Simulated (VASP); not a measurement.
Input of a VASP 6.6.1 run:

Contents of POSCAR:

```
W
1.0
   -1.5823450000      1.5823450000      1.5823450000
    1.5823450000     -1.5823450000      1.5823450000
    1.5823450000      1.5823450000     -1.5823450000
W
1
Direct
    0.0000000000      0.0000000000      0.0000000000
```

The input INCAR.step1:

```
PREC = Accurate ; ENCUT = 520
ISMEAR = 1 ; SIGMA = 0.025
LREAL = F ; LASPH = T
NELM = 100 ; NBANDS = 13
GGA = PE ; ALGO = Normal
EDIFF = 1E-4 ; LWAVE = T
LCHARG = F
```

Contents of INCAR.step2:

```
PREC = Accurate ; ENCUT = 520
EDIFF = 1E-6 ; ISMEAR = 1
SIGMA = 0.025 ; LREAL = F
LASPH = T ; NELM = 100
ALGO = Normal ; ISIF = 2
LWAVE = F ; LCHARG = T
METAGGA = R2SCAN ; LMIXTAU = T
LELF = T ; LVHAR = T
NBANDS = 13 ; ISTART = 1
```

Contents of KPOINTS:

```
regular mesh
0
Gamma
  13 13 13
```

Potentials or basis: VASP PAW PBE potentials, release 64 (W_sv).

The run is started by

```bash
$ cat potpaw_PBE.64/W_sv/POTCAR > POTCAR
$ cp INCAR.step1 INCAR
$ mpirun -np 1 vasp_std > vasp.out
$ cp INCAR.step2 INCAR
$ mpirun -np 1 vasp_std > vasp.out
```

Task: Estimate the band gap on the k mesh.

Result: Zero (band 7 reaches 15.95 eV, above the bottom of band 8 at 10.01 eV).

Task: Estimate the pressure.

Result: 2.2 GPa.

Caveat: the PAW data sets were made with another functional, which shifts forces and pressure a little; spin-orbit coupling is left out, which moves the levels of the heavy elements.
